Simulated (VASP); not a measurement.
Write the native input for VASP 6.6.1 that does the following.

```
Task                   : single point
Functional             : r2SCAN
Potentials or basis    : VASP PAW PBE potentials, release 64 (La)
Cutoff                 : 520 eV
k mesh                 : 10 × 10 × 10
Occupations            : fermi-dirac, width 0.1 eV
Spin                   : non-collinear spin, zero start, spin-orbit coupling
Starting moments       : [[0.0, 0.0, 0.0]] μB
Dipole correction      : no
Further INCAR settings : ALGO = Normal; EDIFF = 1e-07; NBANDS = 22
```

La:

```
La
1.0
    -2.12638    2.12638    2.12638
     2.12638   -2.12638    2.12638
     2.12638    2.12638   -2.12638
La
1
Direct
  0.00000 0.00000 0.00000
```

This isn't the form of La at room conditions, which is double hcp.

These files were run (other wordings do the same):

POSCAR

```
La
1.0
   -2.1263823034      2.1263823034      2.1263823034
    2.1263823034     -2.1263823034      2.1263823034
    2.1263823034      2.1263823034     -2.1263823034
La
1
Direct
    0.0000000000      0.0000000000      0.0000000000
```

INCAR.step1

```
SYSTEM = La
  PREC = Accurate
  ENCUT = 520
  ISMEAR = -1
  SIGMA = 0.1
  LREAL = .FALSE.
  LASPH = .TRUE.
  NELM = 150
  LNONCOLLINEAR = .TRUE.
  MAGMOM = 0 0 0
  LSORBIT = .TRUE.
  GGA_COMPAT = .FALSE.
  LMAXMIX = 6
  NBANDS = 22
  GGA = PE
  ALGO = Normal
  EDIFF = 1E-4
  LWAVE = .TRUE.
  LCHARG = .FALSE.
```

INCAR.step2

```
SYSTEM = La
  PREC = Accurate
  ENCUT = 520
  EDIFF = 1E-7
  ISMEAR = -1
  SIGMA = 0.1
  LREAL = .FALSE.
  LASPH = .TRUE.
  NELM = 150
  ALGO = Normal
  ISIF = 2
  LWAVE = .FALSE.
  LCHARG = .TRUE.
  LNONCOLLINEAR = .TRUE.
  MAGMOM = 0 0 0
  LORBIT = 11
  LSORBIT = .TRUE.
  GGA_COMPAT = .FALSE.
  LORBMOM = .TRUE.
  LMAXMIX = 6
  METAGGA = R2SCAN
  LMIXTAU = .TRUE.
  LVHAR = .TRUE.
  NBANDS = 22
  ISTART = 1
```

KPOINTS

```
Automatic mesh
0
G
  10 10 10
  0 0 0
```

Potentials or basis: VASP PAW PBE potentials, release 64 (La).

Command:

```bash
$ cat potpaw_PBE.64/La/POTCAR > POTCAR
$ cp INCAR.step1 INCAR
$ mpirun -np 1 vasp_ncl > vasp.out
$ cp INCAR.step2 INCAR
$ mpirun -np 1 vasp_ncl > vasp.out
```

It gave:

The pressure is 0.0 GPa. The net moment is 0.00 μB per cell and the valence electrons inside the program's atomic spheres are La 8.54.

Caveat: the PAW data sets were made with another functional, which shifts forces and pressure a little.

It took 8 min on 1 thread of Intel(R) Xeon(R) Platinum 8488C (Sapphire Rapids), with other jobs on the host, peak memory 0.33 GiB.
